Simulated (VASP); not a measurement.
# MgO (P6_3mc) in VASP: single point with PBE

Aim: the single point of MgO with PBE.

All numbers are computed with VASP 6.6.1; they aren't measurements. Logs are shortened: lines on timing, memory, paths and dates and some standing lists are left out, and cuts for length are marked.

## (1) The cell of the first run

Symmetry: P6_3mc, No. 186, hexagonal system. The conventional cell has a = 3.232 Å, b = 3.232 Å, c = 4.949 Å, α = 90.00°, β = 90.00°, γ = 120.00°. Mg (site symmetry 3m) has 4 O at 1.94 to 1.95 Å within 2.6 Å. O (site symmetry 3m) has 4 Mg at 1.94 to 1.95 Å within 2.6 Å.

## (2) Single point, PBE (11.20 Å³/atom)

INCAR reads:

```
SYSTEM = MgO
PREC = Accurate
ENCUT = 600
EDIFF = 1E-6
ISMEAR = 0
SIGMA = 0.01
LREAL = .FALSE.
LASPH = .TRUE.
NELM = 120
ALGO = Normal
ISIF = 2
LWAVE = .FALSE.
LCHARG = .FALSE.
GGA = PE
NBANDS = 16
GGA_COMPAT = .FALSE.
```

KPOINTS reads:

```
Automatic mesh
0
G
  6 6 4
  0 0 0
```

POSCAR reads:

```
MgO
1.0
    3.2324739639      0.0000000000      0.0000000000
   -1.6162369819      2.7994045698      0.0000000000
    0.0000000000      0.0000000000      4.9490215454
Mg O
2 2
Direct
    0.3333333333      0.6666666667     -0.0098385227
    0.6666666667      0.3333333333      0.4901614773
    0.3333333333      0.6666666667      0.3848385227
    0.6666666667      0.3333333333      0.8848385227
```

Potentials or basis: VASP PAW PBE potentials, release 64 (Mg, O).

Started as:

```bash
$ cat potpaw_PBE.64/Mg/POTCAR potpaw_PBE.64/O/POTCAR > POTCAR
$ mpirun -np 1 vasp_std > vasp.out
```

OUTCAR:

```text
SYSTEM = MgO
   PREC = Accurate
   ENCUT = 600
   EDIFF = 1E-6
   ISMEAR = 0
   LREAL = .FALSE.
   LASPH = .TRUE.
   NELM = 120
   ISIF = 2
   GGA = PE

 ion  position               nearest neighbor table
   1  0.333  0.667  0.990-   4 1.94   4 1.94   4 1.94   3 1.95   2 3.10   2 3.10   2 3.10   2 3.10
                             2 3.10   2 3.10
   2  0.667  0.333  0.490-   3 1.94   3 1.94   3 1.94   4 1.95   1 3.10   1 3.10   1 3.10   1 3.10
                             1 3.10   1 3.10
   3  0.333  0.667  0.385-   2 1.94   2 1.94   2 1.94   1 1.95
   4  0.667  0.333  0.885-   1 1.94   1 1.94   1 1.94   2 1.95

  LATTYP: Found a hexagonal cell.
 ALAT       =     3.2324739639
 C/A-ratio  =     1.5310321446

  Lattice vectors:

 A1 = (   3.2324739639,   0.0000000000,   0.0000000000)
 A2 = (  -1.6162369819,   2.7994045698,   0.0000000000)
 A3 = (   0.0000000000,   0.0000000000,   4.9490215454)

Analysis of symmetry for initial positions (statically):
=====================================================================
 Subroutine PRICEL returns:
 Original cell was already a primitive cell.

 Routine SETGRP: Setting up the symmetry group for a
 hexagonal supercell.

 Subroutine GETGRP returns: Found 12 space group operations
 (whereof  6 operations were pure point group operations)
 out of a pool of 24 trial point group operations.

The static configuration has the point symmetry C_3v.
 The point group associated with its full space group is C_6v.

Analysis of symmetry for dynamics (positions and initial velocities):
=====================================================================
 Subroutine PRICEL returns:
 Original cell was already a primitive cell.

 Routine SETGRP: Setting up the symmetry group for a
 hexagonal supercell.

 Subroutine GETGRP returns: Found 12 space group operations
 (whereof  6 operations were pure point group operations)
 out of a pool of 24 trial point group operations.

The dynamic configuration has the point symmetry C_3v.
 The point group associated with its full space group is C_6v.

 Subroutine INISYM returns: Found 12 space group operations
 (whereof  6 operations are pure point group operations),
 and found     1 'primitive' translations

----------------------------------------------------------------------------------------

                                     Primitive cell

  volume of cell :      44.7837

[... 82 lines left out ...]
   ISPIN  =      1    spin polarized calculation?
   LNONCOLLINEAR =      F non collinear calculations
   LSORBIT =      F    spin-orbit coupling
   LASPH  =      T    aspherical Exc in radial PAW
   ENCUT  =  600.0 eV  44.10 Ry    6.64 a.u.   6.46  6.46  9.88*2*pi/ulx,y,z
   NELM   =    120;   NELMIN=  2; NELMDL= -5     # of ELM steps
   EDIFF  = 0.1E-05   stopping-criterion for ELM
   LREAL  =      F    real-space projection
[... 7 lines left out ...]
   TEBEG  =    0.0;   TEEND  =   0.0 temperature during run
   PSTRESS=    0.0 pullay stress
   NELECT =      16.0000    total number of electrons
   NUPDOWN=      -1.0000    fix difference up-down
   EMIN   =  10.00;   EMAX   =-10.00  energy-range for DOS
   EFERMI =   0.00;   METHOD = LEGACY
   ISMEAR =     0;   SIGMA  =   0.01  broadening in eV -4-tet -1-fermi 0-gaus
   EFERMI_NEDOS =   21; number of points for ismear=-14 and -15
   IALGO  =     38    algorithm
   IMIX   =      4    mixing-type and parameters
     AMIX     =   0.40;   BMIX     =  1.00
     AMIX_MAG =   1.60;   BMIX_MAG =  1.00
  volume/ion in A,a.u.               =      11.20        75.55
  Fermi-wavevector in a.u.,A,eV,Ry     =   1.161649  2.195198 18.360078  1.349428
  Thomas-Fermi vector in A             =   2.298218
   LORBIT       =      0    0 simple, 1 ext, 2 COOP (PROOUT), +10 PAW based schemes
   GGA     = PE    functional components
   LHFCALC =     F    Hartree Fock is set to
   AEXX    =    0.0000 exact exchange contribution
   IVDW    =     0    specifies the selected vdW correction
   LEPSILON=     F    determine dielectric tensor
   LRPA    =     F    only Hartree local field effects (RPA)
 non-spin polarized calculation
 Gauss-broadening in eV      SIGMA  =   0.01
  energy-cutoff  :      600.00
  volume of cell :       44.78
 maximum number of plane-waves:      1520
 NGX is ok and might be reduce to    28
   NGX = 13   NGY = 13   NGZ = 19

 number of electron      15.9999998 magnetization

 Free energy of the ion-electron system (eV)
  ---------------------------------------------------
  ext. energy  EPLUGINS =         0.00000000
  ---------------------------------------------------
  free energy    TOTEN  =       -23.41805933 eV

  energy without entropy =      -23.41805933  energy(sigma->0) =      -23.41805933

 E-fermi :   1.4777     XC(G=0):  -9.9723

 val. band max:        1.3846295245   @ k =   0.0000   0.0000   0.0000
 cond. band min:       5.2157706966   @ k =   0.0000   0.0000   0.0000
 fundamental gap:      3.8311411721
 Fermi energy:         1.4776605105

 k-point     1 :       0.0000    0.0000    0.0000
  band No.  band energies     occupation
      1     -14.9991      2.00000
      2     -14.1254      2.00000
      3      -2.0222      2.00000
      4       0.6810      2.00000
      5       0.6810      2.00000
      6       1.0003      2.00000
[... 376 lines left out ...]
      3      -1.2770      2.00000
      4      -1.2770      2.00000
      5      -0.7898      2.00000
      6      -0.7898      2.00000
[... 8 lines left out ...]
     15      17.6992      0.00000
     16      17.6992      0.00000

------------------------ aborting loop because EDIFF is reached ----------------------------------------

  FORCE on cell =-STRESS in cart. coord.  units (eV):
  Direction    XX          YY          ZZ          XY          YZ          ZX
  --------------------------------------------------------------------------------------
  -------------------------------------------------------------------------------------
  Total        3.1028228      3.1028228      2.8248817      0.0000000      0.0000000     -0.0000000
  in kB      111.0062690    111.0062690    101.0626768      0.0000000      0.0000000     -0.0000000
  external PRESSURE =     107.6917383 kB  Pullay stress =       0.0000000 kB

 VOLUME and BASIS-vectors are now :
 -----------------------------------------------------------------------------
  energy-cutoff  :      600.00
  volume of cell :       44.78
      direct lattice vectors                 reciprocal lattice vectors
     3.232473964  0.000000000  0.000000000     0.309360574  0.178609411  0.000000000
    -1.616236982  2.799404570  0.000000000     0.000000000  0.357218821  0.000000000
     0.000000000  0.000000000  4.949021545     0.000000000  0.000000000  0.202060143

 POSITION                                       TOTAL-FORCE (eV/Angst)
 -----------------------------------------------------------------------------------
     -0.00000      1.86627      4.90033         0.000000     -0.000000     -0.060530
      1.61624      0.93313      2.42582         0.000000     -0.000000     -0.060530
     -0.00000      1.86627      1.90457        -0.000000      0.000000      0.060530
      1.61624      0.93313      4.37908         0.000000     -0.000000      0.060530
 -----------------------------------------------------------------------------------
    total drift:                               -0.000000      0.000000     -0.001004

  FREE ENERGIE OF THE ION-ELECTRON SYSTEM (eV)
  ---------------------------------------------------
  free  energy   TOTEN  =       -23.4180593278 eV

  energy  without entropy=      -23.4180593278  energy(sigma->0) =      -23.41805933
```

Run time: 9 s. Hardware: 1 thread of Intel Xeon 6975P-C (Granite Rapids), shared host; peak memory 0.18 GiB.

What came out:

- Free energy: -23.4181 eV
- Pressure: 10.8 GPa
- Largest force: 0.061 eV/Å
- Band gap on the k mesh: 3.83 eV

Forces in eV/Å, atoms in the order of the input:
```
Mg   0.000  0.000 -0.061
Mg   0.000  0.000 -0.061
O    0.000  0.000  0.061
O    0.000  0.000  0.061
```

Caveat: the cell stands under pressure.
